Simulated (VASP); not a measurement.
Set up this calculation in VASP 6.6.1, as the native input.

```yaml
Task: single point
Functional: PBEsol
Potentials_or_basis: VASP PAW PBE potentials, release 64 (Ga_d, N)
Cutoff: 520 eV
k_mesh: 8 × 8 × 4
Occupations: gaussian, width 0.01 eV
Spin: no spin polarisation
Dipole_correction: no
Further_INCAR_settings: ALGO = Normal; EDIFF = 1e-06; NBANDS = 26
```

The structure of GaN lies in POSCAR:

```
GaN
1.0
    3.1825744861      0.0000000000      0.0000000000
   -1.5912872430      2.7561903544      0.0000000000
    0.0000000000      0.0000000000      5.1854098554
Ga N
2 2
Direct
    0.3333333333      0.6666666667     -0.0008061617
    0.6666666667      0.3333333333      0.4991938383
    0.3333333333      0.6666666667      0.3758061617
    0.6666666667      0.3333333333      0.8758061617
```

One way to write it, as run:

INCAR

```
SYSTEM = GaN
PREC = Accurate
ENCUT = 520
EDIFF = 1E-6
ISMEAR = 0
SIGMA = 0.01
LREAL = .False.
LASPH = .True.
NELM = 60
ALGO = Normal
ISIF = 2
LWAVE = .False.
LCHARG = .False.
GGA = PS
NBANDS = 26
```

KPOINTS

```
regular mesh
0
Gamma
  8 8 4
  0 0 0
```

Potentials or basis: VASP PAW PBE potentials, release 64 (Ga_d, N).

The run is started by

```bash
$ cat potpaw_PBE.64/Ga_d/POTCAR potpaw_PBE.64/N/POTCAR > POTCAR
$ mpirun -np 1 vasp_std > vasp.out
```

It gave:

```yaml
Pressure: -0.1 GPa
Band_gap_on_the_k_mesh: 1.89 eV, direct
```

Caveat: the PAW data sets were made with another functional, which shifts forces and pressure a little.

Wall time 13 s on 1 thread of Intel(R) Xeon(R) 6975P-C (Granite Rapids), with other jobs on the host, peak memory 0.17 GiB.
